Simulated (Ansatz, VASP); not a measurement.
## Two plane-wave programs on InGa3As2

```
In Ga As
1.0
     5.04687    0.00000    0.00000
     0.00000    5.04687    0.00000
     0.00000    0.00000    8.03028
In Ga As
1 3 2
Direct
  0.50000 0.50000 0.00000
  0.00000 0.50000 0.50000
  0.50000 0.00000 0.50000
  0.00000 0.00000 0.50000
  0.50000 0.50000 0.31999
  0.50000 0.50000 0.68001
```

Alike in both runs: functional PBE; k mesh 8 × 8 × 6; occupations gaussian, width 0.1 eV; no spin polarisation.

Ansatz relaxed the structure, and its values are those at the end. VASP's run is a single point on that final structure, the one shown.

|  | VASP | Ansatz |
| --- | --- | --- |
| version | VASP 6.6.1 | Ansatz 0.2.0 |
| potentials or method | VASP PAW PBE potentials, release 64 (In_d, Ga_d, As), cutoff 520 eV | scalar-relativistic, plane waves, PAW |
| valence electrons in the cell | 62 | 82 |

Ansatz gave:

```
gap on the k mesh at the Fermi level (eV) : none
pressure (GPa)                            : 0.0
```

Problem. Which values does VASP return?

Solution. gap on the k mesh at the Fermi level (eV): none; pressure (GPa): 0.1.

A gap of «none» marks a metal or a gap that the smearing closes. VASP's potentials hold 62 valence electrons a cell and Ansatz's 82, so a difference there can come from the potentials and not from the codes.
